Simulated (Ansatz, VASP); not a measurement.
**One calculation of Al2Cu, two programs**

```
CELL_PARAMETERS angstrom
-2.00290 2.00290 2.81256
2.00290 -2.00290 2.81256
2.00290 2.00290 -2.81256
ATOMIC_POSITIONS crystal
Cu 0.50000 0.50000 0.00000
Al 0.25000 0.75000 0.50000
Al 0.75000 0.25000 0.50000
```

Change from the starting cell: volume scaled by 0.96.

Alike in both runs: task single point; functional PBEsol; k mesh 9 × 9 × 9; occupations fermi-dirac, width 0.05 eV; no spin polarisation.

```csv
,VASP,Ansatz
version,VASP 6.6.1,Ansatz 0.2.0
potentials or method,"VASP PAW PBE potentials, release 64 (Cu, Al), cutoff 520 eV","all-electron LAPW, scalar-relativistic"
```

Ansatz gave:

```
gap on the k mesh at the Fermi level (eV)                     : none
pressure (GPa)                                                : 4.5
traceless stress, the component that is largest in VASP (GPa) : 0.12
```

**Question.** What did VASP give for the same quantities?

**Answer.** gap on the k mesh at the Fermi level (eV): none; pressure (GPa): 4.7; traceless stress, the component that is largest in VASP (GPa): 0.11.

VASP's potentials were made for PBE, not for PBEsol. A gap of «none» marks a metal or a gap that the smearing closes. Ansatz ran all-electron here, and VASP with PAW potentials.
